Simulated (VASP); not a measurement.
## As2Se: single point with PBEsol+D3(BJ)

As2Se:

```
As Se
1.0
    -3.41648    3.41648    2.60779
     3.41648   -3.41648    2.60779
     3.41648    3.41648   -2.60779
As Se
4 2
Cartesian
  0.0000 5.1247 0.6519
  0.0000 1.7082 0.6519
  1.7082 3.4165 1.9558
  -1.7082 3.4165 1.9558
  0.0000 0.0000 2.6078
  3.4165 0.0000 1.3039
```

- Program: VASP 6.6.1
- Task: single point
- Functional: PBEsol
- Dispersion: D3(BJ)
- Potentials or basis: VASP PAW PBE potentials, release 64 (As, Se)
- Cutoff: 520 eV
- k mesh: 8 × 8 × 8
- Occupations: gaussian, width 0.1 eV
- Spin: no spin polarisation
- Dipole correction: no
- Further INCAR settings: ALGO = Normal; EDIFF = 1e-06; NBANDS = 25

```
Pressure                   : -0.1 GPa
Band gap on the k mesh     : zero (band 16 reaches 5.85 eV, above the bottom of band 17 at 5.42 eV)
Dispersion energy per atom : -0.384 eV
```

Stress tensor (GPa, compression positive):
```
-0.18  0.00  0.00
 0.00 -0.18  0.00
 0.00  0.00 -0.07
```

Levels at points of the mesh, in eV from the Fermi level:
| k point | band 14 | band 15 | band 16 | band 17 | band 18 | band 19 |
| --- | --- | --- | --- | --- | --- | --- |
| (0.00, 0.00, 0.00) | -3.06 | -3.06 | -0.96 | 2.58 | 3.17 | 3.24 |
| (0.50, 0.00, 0.00) | -1.55 | -0.57 | -0.12 | 0.18 | 0.43 | 1.65 |
| (0.50, 0.50, 0.00) | -1.54 | -1.27 | -1.27 | -0.09 | -0.09 | 1.90 |
| (0.50, 0.50, 0.50) | -0.83 | -0.37 | -0.37 | 0.52 | 0.52 | 0.52 |

Run time: 3.2 min on 1 thread of Intel(R) Xeon(R) Platinum 8488C (Sapphire Rapids) (shared host), peak memory 0.36 GiB.

Caveat: three body term missing; the PAW data sets were made with another functional, which shifts forces and pressure a little; pairwise dispersion overbinds metals, which lowers pressure and volume.
